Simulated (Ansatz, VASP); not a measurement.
**Sb: VASP beside Ansatz**

```
Sb
1.0
     2.17890    1.25799    3.79327
    -2.17890    1.25799    3.79327
     0.00000   -2.51598    3.79327
Sb
2
Direct
  0.23364 0.23364 0.23364
  0.76636 0.76636 0.76636
```

Change from the starting cell: volume scaled by 1.04, PAW files.

Alike in both runs: task electric field gradients; functional LDA; k mesh 12 × 12 × 12; occupations fermi-dirac, width 0.03 eV; no spin polarisation.

|  | VASP | Ansatz |
| --- | --- | --- |
| version | VASP 6.6.1 | Ansatz 0.2.0 |
| potentials or method | VASP PAW LDA potentials, release 64 (Sb) | PAW with Ansatz's default frozen-core files, scalar-relativistic |
| plane-wave cutoff (eV) | 520 | 420 |
| valence electrons in the cell | 10 | 30 |

```tsv
	VASP	Ansatz	Ansatz less VASP
pressure (GPa)	-2.7	-2.9	-0.22
rms of the force components (eV/Å)	0.033	0.067	+0.0341
size of Vzz on the site where it differs most (V/Å²)	43.1	46.2	+3.15
```

LDA's correlation is that of Perdew and Zunger in VASP and of Perdew and Wang (1992) in Ansatz. Atom by atom the forces differ by 0.034 eV/Å (rms over components). VASP's potentials hold 10 valence electrons a cell and Ansatz's 30, so a difference there can come from the potentials and not from the codes.

Neither program's run includes spin-orbit coupling.
